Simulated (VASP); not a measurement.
# BN (R3m) in VASP: further runs, part 2 of 2

VASP 6.6.1. Earlier steps stand in the parts before.

## 4. Single point, r2SCAN

File POSCAR:

```
BN
1.0
    0.0000000000      1.8130010000      1.8130010000
    1.8130010000      0.0000000000      1.8130010000
    1.8130010000      1.8130010000      0.0000000000
B N
1 1
Direct
    0.0000000000      0.0000000000      0.0000000000
    0.7738837542      0.7420387486      0.7420387486
```

File INCAR.step1:

```
PREC = Accurate
ENCUT = 520
ISMEAR = 0
SIGMA = 0.05
LREAL = F
LASPH = T
NELM = 100
NBANDS = 11
GGA = PE
ALGO = Normal
EDIFF = 1E-4
LWAVE = T
LCHARG = F
```

File INCAR.step2:

```
PREC = Accurate
ENCUT = 520
EDIFF = 1E-6
ISMEAR = 0
SIGMA = 0.05
LREAL = F
LASPH = T
NELM = 100
ALGO = Normal
ISIF = 2
LWAVE = F
LCHARG = F
METAGGA = R2SCAN
LMIXTAU = T
NBANDS = 11
ISTART = 1
```

File KPOINTS:

```
Automatic mesh
0
Gamma
  12 12 12
```

Potentials or basis: VASP PAW PBE potentials, release 64 (B, N).

Launch:

```console
> cat potpaw_PBE.64/B/POTCAR potpaw_PBE.64/N/POTCAR > POTCAR
> cp INCAR.step1 INCAR
> mpirun -np 1 vasp_std > vasp.out
> cp INCAR.step2 INCAR
> mpirun -np 1 vasp_std > vasp.out
```

OUTCAR:

```text
PREC = Accurate
   ENCUT = 520
   EDIFF = 1E-6
   ISMEAR = 0
   LREAL = F
   LASPH = T
   NELM = 100
   ISIF = 2
   METAGGA = R2SCAN
   ISTART = 1

 ion  position               nearest neighbor table
   1  0.000  0.000  0.000-   2 1.55   2 1.55   2 1.55   2 1.62
   2  0.774  0.742  0.742-   1 1.55   1 1.55   1 1.55   1 1.62

  LATTYP: Found a face centered cubic cell.
 ALAT       =     3.6260020000

  Lattice vectors:

[... 519 lines left out ...]
     11      35.7940      0.00000

 [... further k-points ...]

------------------------ aborting loop because EDIFF is reached ----------------------------------------

  FORCE on cell =-STRESS in cart. coord.  units (eV):
  Direction    XX          YY          ZZ          XY          YZ          ZX
  --------------------------------------------------------------------------------------
  -------------------------------------------------------------------------------------
  Total       -0.2558988     -0.2558988     -0.2558988     -0.0259969      0.0259969     -0.0259969
  in kB      -34.3996989    -34.3996989    -34.3996989     -3.4946827      3.4946827     -3.4946827
  external PRESSURE =     -34.3996989 kB  Pullay stress =       0.0000000 kB

 VOLUME and BASIS-vectors are now :
 -----------------------------------------------------------------------------
  energy-cutoff  :      520.00
  volume of cell :       11.92
      direct lattice vectors                 reciprocal lattice vectors
     0.000000000  1.813001000  1.813001000    -0.275785838  0.275785838  0.275785838
     1.813001000  0.000000000  1.813001000     0.275785838 -0.275785838  0.275785838
     1.813001000  1.813001000  0.000000000     0.275785838  0.275785838 -0.275785838

 POSITION                                       TOTAL-FORCE (eV/Angst)
 -----------------------------------------------------------------------------------
      0.00000      0.00000      0.00000        -0.606392      0.606392      0.606392
      2.69063      2.74837      2.74837         0.606392     -0.606392     -0.606392
 -----------------------------------------------------------------------------------
    total drift:                                0.000164     -0.000163     -0.000163

  FREE ENERGIE OF THE ION-ELECTRON SYSTEM (eV)
  ---------------------------------------------------
  free  energy   TOTEN  =       -19.1430673522 eV

  energy  without entropy=      -19.1430673522  energy(sigma->0) =      -19.14306735
```

OUTCAR.step1:

```text
PREC = Accurate
   ENCUT = 520
   ISMEAR = 0
   LREAL = F
   LASPH = T
[... 556 lines left out ...]
 -----------------------------------------------------------------------------------
      0.00000      0.00000      0.00000        -0.606105      0.606105      0.606105
      2.69063      2.74837      2.74837         0.606105     -0.606105     -0.606105
 -----------------------------------------------------------------------------------
    total drift:                               -0.000199      0.000201      0.000201

  FREE ENERGIE OF THE ION-ELECTRON SYSTEM (eV)
  ---------------------------------------------------
  free  energy   TOTEN  =       -17.4236400994 eV

  energy  without entropy=      -17.4236400994  energy(sigma->0) =      -17.42364010
```

OSZICAR.step1:

```text
N       E                     dE             d eps       ncg     rms          rms(c)
DAV:   1     0.105733478627E+02    0.10573E+02   -0.48829E+03  4311   0.716E+02
DAV:   2    -0.178639357156E+02   -0.28437E+02   -0.27608E+02  4947   0.165E+02
DAV:   3    -0.183818270340E+02   -0.51789E+00   -0.51726E+00  4896   0.192E+01
DAV:   4    -0.183824340323E+02   -0.60700E-03   -0.60699E-03  4452   0.730E-01
DAV:   5    -0.183824346126E+02   -0.58039E-06   -0.58007E-06  4520   0.221E-02    0.668E+00
DAV:   6    -0.175068038206E+02    0.87563E+00   -0.29810E+00  4380   0.992E+00    0.324E+00
DAV:   7    -0.174375000460E+02    0.69304E-01   -0.10098E-01  4668   0.263E+00    0.192E+00
DAV:   8    -0.174233837552E+02    0.14116E-01   -0.35346E-02  4648   0.137E+00    0.188E-01
DAV:   9    -0.174235517992E+02   -0.16804E-03   -0.99455E-04  4400   0.260E-01    0.831E-02
DAV:  10    -0.174236400994E+02   -0.88300E-04   -0.12530E-04  4522   0.956E-02
   1 F= -.17423640E+02 E0= -.17423640E+02  d E =-.378331E-19
```

It took 41 s on 1 thread of Intel Xeon 6975P-C (Granite Rapids), shared host; peak memory 0.14 GiB.

Results:

| Quantity | Value |
| --- | --- |
| Free energy | -19.1431 eV |
| Pressure | -3.4 GPa |
| Largest force | 1.050 eV/Å |
| Band gap on the k mesh | 4.45 eV (least direct gap 8.64 eV) |

Forces in eV/Å, atoms in the order of the input:
```
B   -0.606  0.606  0.606
N    0.606 -0.606 -0.606
```

Stress tensor (GPa, compression positive):
```
-3.44 -0.35 -0.35
-0.35 -3.44  0.35
-0.35  0.35 -3.44
```

Caveat: the cell differs from its parent crystal (all N atoms moved -0.050 Å, as atom 2 towards its neighbour atom 1 (B) at 1.570 Å); the cell stands under tension; the PAW data sets were made with another functional, which shifts forces and pressure a little.

## 5. Single point, r2SCAN

POSCAR, as its differences from that of step 4:

```diff
@@ -9,2 +9,2 @@
     0.0000000000      0.0000000000      0.0000000000
-    0.7738837542      0.7420387486      0.7420387486
+    0.7380581229      0.7539806257      0.7539806257
```

File INCAR.step1:

```
SYSTEM = BN
PREC = Accurate ; ENCUT = 520
ISMEAR = 0 ; SIGMA = 0.05
LREAL = .False. ; LASPH = .True.
NELM = 60 ; NBANDS = 11
GGA = PE ; ALGO = Normal
EDIFF = 1E-4 ; LWAVE = .True.
LCHARG = .False.
```

File INCAR.step2:

```
SYSTEM = BN
PREC = Accurate ; ENCUT = 520
EDIFF = 1E-6 ; ISMEAR = 0
SIGMA = 0.05 ; LREAL = .False.
LASPH = .True. ; NELM = 60
ALGO = Normal ; ISIF = 2
LWAVE = .False. ; LCHARG = .False.
METAGGA = R2SCAN ; LMIXTAU = .True.
NBANDS = 11 ; ISTART = 1
```

File KPOINTS:

```
regular mesh
0
Gamma
  12 12 12
  0 0 0
```

Potentials or basis: VASP PAW PBE potentials, release 64 (B, N).

Launch:

```console
> cat potpaw_PBE.64/B/POTCAR potpaw_PBE.64/N/POTCAR > POTCAR
> cp INCAR.step1 INCAR
> mpirun -np 1 vasp_std > vasp.out
> cp INCAR.step2 INCAR
> mpirun -np 1 vasp_std > vasp.out
```

OUTCAR:

```text
SYSTEM = BN
   PREC = Accurate
   ENCUT = 520
   EDIFF = 1E-6
   ISMEAR = 0
   LREAL = .False.
   LASPH = .True.
   NELM = 60
   ISIF = 2
   METAGGA = R2SCAN
   ISTART = 1

 ion  position               nearest neighbor table
   1  0.000  0.000  0.000-   2 1.55   2 1.58   2 1.58   2 1.58
   2  0.738  0.754  0.754-   1 1.55   1 1.58   1 1.58   1 1.58

  LATTYP: Found a face centered cubic cell.
 ALAT       =     3.6260020000

  Lattice vectors:

[... 521 lines left out ...]
 [... further k-points ...]

------------------------ aborting loop because EDIFF is reached ----------------------------------------

  FORCE on cell =-STRESS in cart. coord.  units (eV):
  Direction    XX          YY          ZZ          XY          YZ          ZX
  --------------------------------------------------------------------------------------
  -------------------------------------------------------------------------------------
  Total       -0.2908209     -0.2908209     -0.2908209     -0.0155012      0.0155012     -0.0155012
  in kB      -39.0941738    -39.0941738    -39.0941738     -2.0837799      2.0837799     -2.0837799
  external PRESSURE =     -39.0941738 kB  Pullay stress =       0.0000000 kB

 VOLUME and BASIS-vectors are now :
 -----------------------------------------------------------------------------
  energy-cutoff  :      520.00
  volume of cell :       11.92
      direct lattice vectors                 reciprocal lattice vectors
     0.000000000  1.813001000  1.813001000    -0.275785838  0.275785838  0.275785838
     1.813001000  0.000000000  1.813001000     0.275785838 -0.275785838  0.275785838
     1.813001000  1.813001000  0.000000000     0.275785838  0.275785838 -0.275785838

 POSITION                                       TOTAL-FORCE (eV/Angst)
 -----------------------------------------------------------------------------------
      0.00000      0.00000      0.00000         0.361502     -0.361502     -0.361502
      2.73394      2.70507      2.70507        -0.361502      0.361502      0.361502
 -----------------------------------------------------------------------------------
    total drift:                                0.000076     -0.000078     -0.000078

  FREE ENERGIE OF THE ION-ELECTRON SYSTEM (eV)
  ---------------------------------------------------
  free  energy   TOTEN  =       -19.1627560220 eV

  energy  without entropy=      -19.1627560220  energy(sigma->0) =      -19.16275602
```

OSZICAR.step1:

```text
N       E                     dE             d eps       ncg     rms          rms(c)
DAV:   1     0.104505193039E+02    0.10451E+02   -0.48834E+03  4295   0.716E+02
DAV:   2    -0.178708643255E+02   -0.28321E+02   -0.27502E+02  4957   0.165E+02
DAV:   3    -0.183959354750E+02   -0.52507E+00   -0.52432E+00  4892   0.192E+01
DAV:   4    -0.183965616441E+02   -0.62617E-03   -0.62616E-03  4461   0.729E-01
DAV:   5    -0.183965622239E+02   -0.57981E-06   -0.57976E-06  4507   0.220E-02    0.666E+00
DAV:   6    -0.175262937394E+02    0.87027E+00   -0.29584E+00  4386   0.989E+00    0.324E+00
DAV:   7    -0.174571284045E+02    0.69165E-01   -0.10032E-01  4677   0.262E+00    0.191E+00
DAV:   8    -0.174430656228E+02    0.14063E-01   -0.35235E-02  4659   0.136E+00    0.188E-01
DAV:   9    -0.174432348509E+02   -0.16923E-03   -0.98806E-04  4410   0.259E-01    0.828E-02
DAV:  10    -0.174433232708E+02   -0.88420E-04   -0.12417E-04  4564   0.951E-02
   1 F= -.17443323E+02 E0= -.17443323E+02  d E =-.715184E-21
```

Run time: 40 s. Hardware: 1 thread of Intel Xeon 6975P-C (Granite Rapids), shared host; peak memory 0.14 GiB.

What came out:

* Free energy: -19.1628 eV
* Pressure: -3.9 GPa
* Largest force: 0.626 eV/Å
* Band gap on the k mesh: 4.83 eV (least direct gap 9.25 eV)

Forces on the atoms (eV/Å):
```
B    0.362 -0.362 -0.362
N   -0.362  0.362  0.362
```

Levels at points of the mesh, in eV from the valence-band top:
| k point | band 2 | band 3 | band 4 | band 5 | band 6 | band 7 |
| --- | --- | --- | --- | --- | --- | --- |
| (0.00, 0.00, 0.00) | -0.41 | 0.00 | 0.00 | 9.25 | 9.25 | 9.56 |
| (0.50, 0.00, 0.00) | -11.21 | -2.08 | -2.08 | 10.54 | 11.38 | 11.38 |
| (0.00, 0.50, 0.00) | -11.11 | -2.33 | -1.96 | 10.49 | 10.92 | 11.63 |
| (0.50, 0.50, 0.00) | -9.39 | -5.25 | -5.12 | 4.83 | 9.62 | 18.86 |

Caveat: the cell differs from its parent crystal (all N atoms moved +0.025 Å, as atom 2 towards its neighbour atom 1 (B) at 1.570 Å); the cell stands under tension; the PAW data sets were made with another functional, which shifts forces and pressure a little. A k mesh can miss the band edges.

## 6. Summary

```csv
cell,gap on the mesh (eV),pressure (GPa),largest force (eV/Å)
"as given, atomic positions A",3.99,-1.7,1.84
"as given, atomic positions B",4.53,-2.3,2.08
"as given, atomic positions C",4.45,-3.4,1.05
"as given, atomic positions D",4.83,-3.9,0.63
```

Alike in all rows: task single point; level r2SCAN; potentials or basis VASP PAW PBE potentials, release 64 (B, N); no spin polarisation; k mesh 12 × 12 × 12; cutoff (eV) 520; smearing gaussian 0.05 eV.

Caveats: the PAW data sets were made with another functional, which shifts forces and pressure a little; the cell stands under tension (at least some runs).

Total energies depend on the potentials used, so only differences within one code and one set of settings carry meaning.
